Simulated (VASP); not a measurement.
# Ba (Pm-3m) in VASP: further runs

Ba is run at these levels: r2SCAN; tasks: single point.

All numbers are computed with VASP 6.6.1; they aren't measurements. Logs are shortened: lines on timing, memory, paths and dates and some standing lists are left out, and cuts for length are marked.

## Step 1: The cell of the first run

The structure is cubic, space group Pm-3m (No. 221). Conventional cell: a = 3.032 Å, b = 3.032 Å, c = 3.032 Å, α = 90.00°, β = 90.00°, γ = 90.00°. Within 4.0 Å of Ba (site symmetry m-3m) lie 6 Ba at 3.03 Å.

## Step 2: Single point, r2SCAN

POSCAR reads:

```
Ba
1.0
    3.0317207022      0.0000000000      0.0000000000
    0.0000000000      3.0317207022      0.0000000000
    0.0000000000      0.0000000000      3.0317207022
Ba
1
Direct
    0.0000000000      0.0000000000      0.0000000000
```

INCAR.step1 reads:

```
PREC = Accurate
ENCUT = 520
ISMEAR = -1
SIGMA = 0.05
LREAL = False
LASPH = True
NELM = 100
NBANDS = 11
GGA = PE
ALGO = Normal
EDIFF = 1E-4
LWAVE = True
LCHARG = False
```

INCAR.step2 reads:

```
PREC = Accurate
ENCUT = 520
EDIFF = 1E-6
ISMEAR = -1
SIGMA = 0.05
LREAL = False
LASPH = True
NELM = 100
ALGO = Normal
ISIF = 2
LWAVE = False
LCHARG = False
METAGGA = R2SCAN
LMIXTAU = True
NBANDS = 11
ISTART = 1
```

KPOINTS reads:

```
Automatic mesh
0
Gamma
  7 7 7
```

Potentials or basis: VASP PAW PBE potentials, release 64 (Ba_sv).

Run with:

```
$ cat potpaw_PBE.64/Ba_sv/POTCAR > POTCAR
$ cp INCAR.step1 INCAR
$ mpirun -np 1 vasp_std > vasp.out
$ cp INCAR.step2 INCAR
$ mpirun -np 1 vasp_std > vasp.out
```

OUTCAR:

```text
PREC = Accurate
   ENCUT = 520
   EDIFF = 1E-6
   ISMEAR = -1
   LREAL = False
   LASPH = True
   NELM = 100
   ISIF = 2
   METAGGA = R2SCAN
   ISTART = 1

 ion  position               nearest neighbor table
   1  0.000  0.000  0.000-

  LATTYP: Found a simple cubic cell.
 ALAT       =     3.0317207022

  Lattice vectors:

 A1 = (   3.0317207022,   0.0000000000,   0.0000000000)
 A2 = (   0.0000000000,   3.0317207022,   0.0000000000)
 A3 = (   0.0000000000,   0.0000000000,   3.0317207022)

Analysis of symmetry for initial positions (statically):
=====================================================================
 Subroutine PRICEL returns:
 Original cell was already a primitive cell.

 Routine SETGRP: Setting up the symmetry group for a
 simple cubic supercell.

 Subroutine GETGRP returns: Found 48 space group operations
 (whereof 48 operations were pure point group operations)
 out of a pool of 48 trial point group operations.

The static configuration has the point symmetry O_h .

Analysis of symmetry for dynamics (positions and initial velocities):
=====================================================================
 Subroutine PRICEL returns:
 Original cell was already a primitive cell.

 Routine SETGRP: Setting up the symmetry group for a
 simple cubic supercell.

 Subroutine GETGRP returns: Found 48 space group operations
 (whereof 48 operations were pure point group operations)
 out of a pool of 48 trial point group operations.

The dynamic configuration has the point symmetry O_h .

 Subroutine INISYM returns: Found 48 space group operations
 (whereof 48 operations are pure point group operations),
 and found     1 'primitive' translations

----------------------------------------------------------------------------------------

                                     Primitive cell

  volume of cell :      27.8655

  direct lattice vectors                    reciprocal lattice vectors
     3.031720702  0.000000000  0.000000000     0.329845688  0.000000000  0.000000000
     0.000000000  3.031720702  0.000000000     0.000000000  0.329845688  0.000000000
     0.000000000  0.000000000  3.031720702     0.000000000  0.000000000  0.329845688

  length of vectors
     3.031720702  3.031720702  3.031720702     0.329845688  0.329845688  0.329845688

  position of ions in fractional coordinates (direct lattice)
     0.000000000  0.000000000  0.000000000

  ion indices of the primitive-cell ions
   primitive index   ion index
                 1           1

----------------------------------------------------------------------------------------

 KPOINTS: Automatic mesh

Automatic generation of k-mesh.
 Grid dimensions read from file:
 generate k-points for:    7    7    7

 Generating k-lattice:

  Cartesian coordinates                     Fractional coordinates (reciprocal lattice)
     0.047120813  0.000000000  0.000000000     0.142857143  0.000000000  0.000000000
     0.000000000  0.047120813  0.000000000     0.000000000  0.142857143  0.000000000
     0.000000000  0.000000000  0.047120813     0.000000000  0.000000000  0.142857143

  Length of vectors
     0.047120813  0.047120813  0.047120813

  Shift w.r.t. Gamma in fractional coordinates (k-lattice)
     0.000000000  0.000000000  0.000000000

 Subroutine IBZKPT returns following result:
 ===========================================

 Found     20 irreducible k-points:

 Following reciprocal coordinates:
            Coordinates               Weight
  0.000000  0.000000  0.000000      1.000000
  0.142857  0.000000  0.000000      6.000000
  0.285714  0.000000  0.000000      6.000000
  0.428571  0.000000  0.000000      6.000000
  0.142857  0.142857  0.000000     12.000000
  0.285714  0.142857  0.000000     24.000000
[... 12 lines left out ...]
  0.428571  0.428571  0.285714     24.000000
  0.428571  0.428571  0.428571      8.000000
   k-points           NKPTS =     20   k-points in BZ     NKDIM =     20   number of bands    NBANDS=     11
   number of dos      NEDOS =    301   number of ions     NIONS =      1
   total plane-waves  NPLWV =  13824
   dimension x,y,z NGX =    24 NGY =   24 NGZ =   24
   dimension x,y,z NGXF=    48 NGYF=   48 NGZF=   48
   ions per type =               1
   NGX,Y,Z   is equivalent  to a cutoff of  13.16, 13.16, 13.16 a.u.
   NGXF,Y,Z  is equivalent  to a cutoff of  26.32, 26.32, 26.32 a.u.
 SYSTEM =  unknown system
   PREC   = accura    normal or accurate (medium, high low for compatibility)
   ISTART =      1    job   : 0-new  1-cont  2-samecut
   ICHARG =      0    charge: 1-file 2-atom 10-const
   ISPIN  =      1    spin polarized calculation?
   LNONCOLLINEAR =      F non collinear calculations
   LSORBIT =      F    spin-orbit coupling
   LASPH  =      T    aspherical Exc in radial PAW
   ENCUT  =  520.0 eV  38.22 Ry    6.18 a.u.   5.64  5.64  5.64*2*pi/ulx,y,z
   NELM   =    100;   NELMIN=  2; NELMDL=  0     # of ELM steps
   EDIFF  = 0.1E-05   stopping-criterion for ELM
   LREAL  =      F    real-space projection
   EDIFFG = 0.1E-04   stopping-criterion for IOM
   NSW    =      0    number of steps for IOM
   IBRION =     -1    ionic relax: 0-MD 1-quasi-New 2-CG
   NFREE  =      0    steps in history (QN), initial steepest desc. (CG)
   ISIF   =      2    stress and relaxation
   ISYM   =      2    0-nonsym 1-usesym 2-fastsym
   POTIM  = 0.5000    time-step for ionic-motion
   TEBEG  =    0.0;   TEEND  =   0.0 temperature during run
   PSTRESS=    0.0 pullay stress
   NELECT =      10.0000    total number of electrons
   NUPDOWN=      -1.0000    fix difference up-down
   EMIN   =  10.00;   EMAX   =-10.00  energy-range for DOS
   EFERMI =   0.00;   METHOD = LEGACY
   ISMEAR =    -1;   SIGMA  =   0.05  broadening in eV -4-tet -1-fermi 0-gaus
   EFERMI_NEDOS =   21; number of points for ismear=-14 and -15
   IALGO  =     38    algorithm
   IMIX   =      4    mixing-type and parameters
     AMIX     =   0.40;   BMIX     =  1.00
     AMIX_MAG =   1.60;   BMIX_MAG =  1.00
  volume/ion in A,a.u.               =      27.87       188.05
  Fermi-wavevector in a.u.,A,eV,Ry     =   1.163373  2.198456 18.414624  1.353437
  Thomas-Fermi vector in A             =   2.299923
   LORBIT       =      0    0 simple, 1 ext, 2 COOP (PROOUT), +10 PAW based schemes
   METAGGA = R2SCAN    functional components
   LHFCALC =     F    Hartree Fock is set to
   AEXX    =    0.0000 exact exchange contribution
   IVDW    =     0    specifies the selected vdW correction
   LEPSILON=     F    determine dielectric tensor
   LRPA    =     F    only Hartree local field effects (RPA)
 non-spin polarized calculation
  energy-cutoff  :      520.00
  volume of cell :       27.87
 maximum number of plane-waves:       764
 NGX is ok and might be reduce to    24
   NGX = 11   NGY = 11   NGZ = 11

 number of electron       9.9999998 magnetization

 Free energy of the ion-electron system (eV)
  ---------------------------------------------------
  ext. energy  EPLUGINS =         0.00000000
  ---------------------------------------------------
  free energy    TOTEN  =       -24.73284273 eV

  energy without entropy =      -24.72430366  energy(sigma->0) =      -24.72857319

 E-fermi :   6.0461     XC(G=0): -11.2023

 val. band max:        5.9188759098   @ k =   0.4286   0.4286   0.2857
 cond. band min:       6.0806669493   @ k =   0.4286   0.0000   0.0000
 fundamental gap:      0.1617910395
 Fermi energy:         6.0461144204

 k-point     1 :       0.0000    0.0000    0.0000
  band No.  band energies     occupation
      1     -24.9658      2.00000
      2      -6.9228      2.00000
      3      -6.9228      2.00000
      4      -6.9228      2.00000
      5       4.2113      2.00000
      6       4.7992      2.00000
      7       4.7992      2.00000
      8      16.3245      0.00000
      9      16.3245      0.00000
     10      16.3245      0.00000
     11      20.3841      0.00000

 k-point     2 :       0.1429    0.0000    0.0000
  band No.  band energies     occupation
      1     -24.8204      2.00000
      2      -8.0980      2.00000
      3      -6.8164      2.00000
      4      -6.8164      2.00000
      5       4.6756      2.00000
      6       5.0100      2.00000
      7       6.4703      0.00041
      8      14.2904      0.00000
      9      14.2904      0.00000
     10      16.4754      0.00000
     11      18.2700      0.00000

 k-point     3 :       0.2857    0.0000    0.0000
  band No.  band energies     occupation
      1     -24.4668      2.00000
      2     -10.1341      2.00000
      3      -6.5647      2.00000
      4      -6.5647      2.00000
      5       5.5503      1.99990
      6       5.6022      1.99972
      7       9.6120      0.00000
      8      11.7597      0.00000
      9      11.7597      0.00000
     10      16.5267      0.00000
     11      16.8432      0.00000

 k-point     4 :       0.4286    0.0000    0.0000
  band No.  band energies     occupation
      1     -24.1501      2.00000
      2     -11.4775      2.00000
      3      -6.3480      2.00000
      4      -6.3480      2.00000
      5       6.0807      0.66760
      6       6.8367      0.00000
      7       9.7741      0.00000
      8      10.3105      0.00000
      9      10.3105      0.00000
     10      15.8076      0.00000
     11      17.1737      0.00000
[... 183 lines left out ...]
 k-point    18 :       0.4286    0.2857    0.2857
  band No.  band energies     occupation
      1     -23.1822      2.00000
      2     -10.4829      2.00000
      3      -8.9247      2.00000
      4      -8.9012      2.00000
      5       4.4340      2.00000
      6       5.7918      1.98771
      7       7.4949      0.00000
      8      13.1248      0.00000
      9      14.8380      0.00000
     10      15.1594      0.00000
     11      19.3323      0.00000

 k-point    19 :       0.4286    0.4286    0.2857
  band No.  band energies     occupation
      1     -22.8780      2.00000
      2     -10.1838      2.00000
      3     -10.1742      2.00000
      4      -8.6450      2.00000
      5       3.4188      2.00000
      6       5.9189      1.85444
      7       6.0855      0.62549
      8      13.0767      0.00000
      9      14.3038      0.00000
     10      18.7316      0.00000
     11      20.9980      0.00000

 k-point    20 :       0.4286    0.4286    0.4286
  band No.  band energies     occupation
      1     -22.5761      2.00000
      2      -9.8979      2.00000
      3      -9.8904      2.00000
      4      -9.8904      2.00000
      5       4.1234      2.00000
      6       4.5028      2.00000
      7       4.5028      2.00000
      8      10.8463      0.00000
      9      19.1797      0.00000
     10      19.1797      0.00000
     11      23.0087      0.00000

------------------------ aborting loop because EDIFF is reached ----------------------------------------

  FORCE on cell =-STRESS in cart. coord.  units (eV):
  Direction    XX          YY          ZZ          XY          YZ          ZX
  --------------------------------------------------------------------------------------
  -------------------------------------------------------------------------------------
  Total        4.3625742      4.3625742      4.3625742      0.0000000      0.0000000      0.0000000
  in kB      250.8336730    250.8336730    250.8336730      0.0000000      0.0000000      0.0000000
  external PRESSURE =     250.8336730 kB  Pullay stress =       0.0000000 kB

 VOLUME and BASIS-vectors are now :
 -----------------------------------------------------------------------------
  energy-cutoff  :      520.00
  volume of cell :       27.87
      direct lattice vectors                 reciprocal lattice vectors
     3.031720702  0.000000000  0.000000000     0.329845688  0.000000000  0.000000000
     0.000000000  3.031720702  0.000000000     0.000000000  0.329845688  0.000000000
     0.000000000  0.000000000  3.031720702     0.000000000  0.000000000  0.329845688

 POSITION                                       TOTAL-FORCE (eV/Angst)
 -----------------------------------------------------------------------------------
      0.00000      0.00000      0.00000         0.000000      0.000000      0.000000
 -----------------------------------------------------------------------------------
    total drift:                                0.000000      0.000000      0.000000

  FREE ENERGIE OF THE ION-ELECTRON SYSTEM (eV)
  ---------------------------------------------------
  free  energy   TOTEN  =       -24.7328427259 eV

  energy  without entropy=      -24.7243036588  energy(sigma->0) =      -24.72857319
```

Wall time 9.9 s (1 thread of Intel Xeon 6975P-C (Granite Rapids), shared host); peak memory 0.13 GiB.

Results:

```yaml
Free_energy: -24.7328 eV
Pressure: 25.1 GPa
Band_gap_on_the_k_mesh: zero (band 5 reaches 6.55 eV, above the bottom of band 6 at 4.50 eV)
```

Caveat: the PAW data sets were made with another functional, which shifts forces and pressure a little; spin-orbit coupling is left out, which moves the levels of the heavy elements.

(Part 1 of 3 ends here.)
